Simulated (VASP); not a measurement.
Input of a VASP 6.6.1 run:

The input INCAR:

```
PREC = Accurate
ENCUT = 520
EDIFF = 1E-7
ISMEAR = -1
SIGMA = 0.05
LREAL = F
LASPH = T
NELM = 60
ALGO = Fast
ISIF = 2
LWAVE = F
LCHARG = T
GGA = PE
LELF = T
LVHAR = T
NBANDS = 30
```

KPOINTS

```
regular mesh
0
Gamma
  11 11 3
```

Contents of POSCAR:

```
Ag
1.0
    2.8668289465      0.0000000000      0.0000000000
   -1.4334144733      2.4827466960      0.0000000000
    0.0000000000      0.0000000000      9.9328838838
Ag
4
Direct
    0.0000000000      0.0000000000      0.5000000000
    0.0000000000      0.0000000000      0.0000000000
    0.6666666667      0.3333333333      0.7500000000
    0.3333333333      0.6666666667      0.2500000000
```

Potentials or basis: VASP PAW PBE potentials, release 64 (Ag).

Run with:

```bash
$ cat potpaw_PBE.64/Ag/POTCAR > POTCAR
$ mpirun -np 1 vasp_std > vasp.out
```

Predict the pressure.

1.2 GPa.

Estimate the band gap on the k mesh.

zero (band 22 reaches 10.84 eV, above the bottom of band 23 at 4.83 eV).

Stress tensor (GPa, compression positive):
```
 2.61  0.00  0.00
 0.00  2.61  0.00
 0.00  0.00 -1.72
```
